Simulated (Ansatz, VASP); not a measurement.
## Au: VASP beside Ansatz

```
Au
1.0
     0.00000   -3.31454    0.00000
    -3.31454    0.00000    0.00000
     0.00000    0.00000   -3.31454
Au
2
Direct
  0.45474 0.50000 0.50000
  0.04526 0.00000 0.00000
```

Change from the starting cell: mode 4 (108.7 1/cm) frozen in, largest displacement +0.150 Å.

Alike in both runs: task single point; functional LDA; k mesh 14 × 14 × 14; occupations gaussian, width 0.15 eV; no spin polarisation.

```csv
,VASP,Ansatz
version,VASP 6.6.1,Ansatz 0.2.0
potentials or method,"VASP PAW LDA potentials, release 64 (Au), cutoff 520 eV","scalar-relativistic, plane waves, PAW"
valence electrons in the cell,22,38
```

|  | VASP | Ansatz | Ansatz less VASP |
| --- | --- | --- | --- |
| gap on the k mesh at the Fermi level (eV) | none | none | - |
| pressure (GPa) | -7.7 | -8.1 | -0.37 |
| traceless stress, the component that is largest in VASP (GPa) | -3.23 | -3.21 | +0.013 |
| rms of the force components (eV/Å) | 0.729 | 0.716 | -0.0132 |

LDA's correlation is that of Perdew and Zunger in VASP and of Perdew and Wang (1992) in Ansatz. Atom by atom the forces differ by 0.013 eV/Å (rms over components). A gap of «none» marks a metal or a gap that the smearing closes. VASP's potentials hold 22 valence electrons a cell and Ansatz's 38, so a difference there can come from the potentials and not from the codes.

Spin-orbit coupling is off throughout.
